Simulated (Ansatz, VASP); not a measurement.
# PbSe in VASP and in Ansatz

```
Pb Se
1.0
     0.00000    3.05846    3.05846
     3.05846    0.00000    3.05846
     3.05846    3.05846    0.00000
Pb Se
1 1
Direct
  0.00000 0.00000 0.00000
  0.50000 0.50000 0.50000
```

Alike in both runs: task single point; functional r2SCAN; k mesh 10 × 10 × 10; occupations gaussian, width 0.02 eV; no spin polarisation.

```csv
,VASP,Ansatz
version,VASP 6.6.1,Ansatz 0.2.0
potentials or method,"VASP PAW PBE potentials, release 64 (Pb_d, Se), cutoff 550 eV","scalar-relativistic, plane waves, PAW"
valence electrons in the cell,20,30
```

Ansatz gave:

```
gap on the k mesh at the Fermi level (eV) : 0.56
least direct gap on the mesh (eV)         : 0.56
pressure (GPa)                            : 1.6
```

Q: Estimate VASP's values.

A: gap on the k mesh at the Fermi level (eV): 0.57; least direct gap on the mesh (eV): 0.57; pressure (GPa): 1.7.

VASP's potentials were made for PBE, not for r2SCAN. The functional is the same, so the differences come from potentials, cutoffs and numerics. VASP's potentials hold 20 valence electrons a cell and Ansatz's 30, so a difference there can come from the potentials and not from the codes.

Spin-orbit coupling is off throughout.
